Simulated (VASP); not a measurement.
Crystal: Sn.

```
CELL_PARAMETERS angstrom
-1.89465 1.89465 1.89465
1.89465 -1.89465 1.89465
1.89465 1.89465 -1.89465
ATOMIC_POSITIONS crystal
Sn 0.00000 0.00000 0.00000
```

Base run:

```yaml
Program: VASP 6.6.1
Functional: PBEsol
Potentials_or_basis: VASP PAW PBE potentials, release 64 (Sn_d)
Cutoff: 520 eV
k_mesh: 11 × 11 × 11
Occupations: methfessel-paxton, width 0.15 eV
Spin: no spin polarisation
```

Its results: band gap on the k mesh zero (band 7 reaches 15.86 eV, above the bottom of band 8 at 5.54 eV); pressure -1.7 GPa.

Q: The run is repeated on the same cell with these changes: functional from PBEsol to LDA; potentials or basis from VASP PAW PBE potentials, release 64 (Sn_d) to VASP PAW LDA potentials, release 64 (Sn_d). What comes out?

A: Band gap on the k mesh zero (band 7 reaches 15.63 eV, above the bottom of band 8 at 5.45 eV); pressure -3.0 GPa.

Caveats: spin-orbit coupling is left out, which moves the levels of the heavy elements; the PAW data sets were made with another functional, which shifts forces and pressure a little (some runs).
